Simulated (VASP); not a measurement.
## Zn: single point with PBE

The system is Zn.

```
Zn
1.0
     2.62693    0.00116   -0.00124
    -1.31245    2.27401    0.00061
    -0.00202    0.00054   10.33028
Zn
4
Direct
  0.33383 0.66743 0.12498
  0.33301 0.66673 0.62507
  0.66708 0.33268 0.37519
  0.66608 0.33317 0.87475
```

| Quantity | Value |
| --- | --- |
| Program | VASP 6.6.1 |
| Task | single point |
| Functional | PBE |
| Potentials or basis | VASP PAW PBE potentials, release 64 (Zn) |
| Cutoff | 520 eV |
| k mesh | 12 × 12 × 2 |
| Occupations | gaussian, width 0.2 eV |
| Spin | no spin polarisation |

* Pressure: 0.2 GPa
* Largest force: 0.005 eV/Å
* Band gap on the k mesh: zero (bands 24 and 25 overlap by 4.91 eV)

Forces on the atoms (eV/Å):
```
Zn   0.000 -0.001  0.000
Zn   0.001  0.000 -0.002
Zn  -0.002  0.001 -0.003
Zn   0.000  0.001  0.005
```

Stress tensor (GPa, compression positive):
```
 0.27 -0.09  0.03
-0.09  0.30  0.00
 0.03  0.00  0.07
```

Levels at points of the mesh, in eV from the Fermi level:
| k point | band 20 | band 21 | band 22 | band 23 | band 24 | band 25 | band 26 | band 27 | band 28 | band 29 |
| --- | --- | --- | --- | --- | --- | --- | --- | --- | --- | --- |
| (0.00, 0.00, 0.00) | -7.18 | -7.18 | -7.12 | -7.11 | -3.81 | -3.70 | 3.49 | 3.50 | 11.63 | 15.51 |
| (0.50, 0.00, 0.00) | -6.88 | -2.63 | -1.90 | -1.76 | -1.75 | 0.28 | 0.29 | 2.23 | 3.55 | 3.70 |
| (0.00, 0.50, 0.00) | -6.87 | -2.62 | -1.90 | -1.75 | -1.75 | 0.30 | 0.30 | 2.24 | 3.57 | 3.71 |
| (0.50, 0.50, 0.00) | -6.87 | -2.62 | -1.89 | -1.75 | -1.74 | 0.29 | 0.30 | 2.24 | 3.56 | 3.72 |
| (0.00, 0.00, 0.50) | -7.13 | -7.13 | -7.13 | -6.26 | -6.25 | -0.47 | -0.46 | 7.98 | 8.00 | 18.73 |
| (0.50, 0.00, 0.50) | -6.88 | -2.35 | -2.34 | -1.77 | -1.76 | 1.09 | 1.09 | 1.37 | 1.38 | 6.62 |
| (0.00, 0.50, 0.50) | -6.88 | -2.35 | -2.34 | -1.77 | -1.76 | 1.10 | 1.10 | 1.38 | 1.39 | 6.63 |
| (0.50, 0.50, 0.50) | -6.88 | -2.34 | -2.34 | -1.76 | -1.75 | 1.10 | 1.11 | 1.39 | 1.39 | 6.64 |

Run time: 2.4 min on 1 thread of Intel(R) Xeon(R) 6975P-C (Granite Rapids) (shared host), peak memory 0.32 GiB.
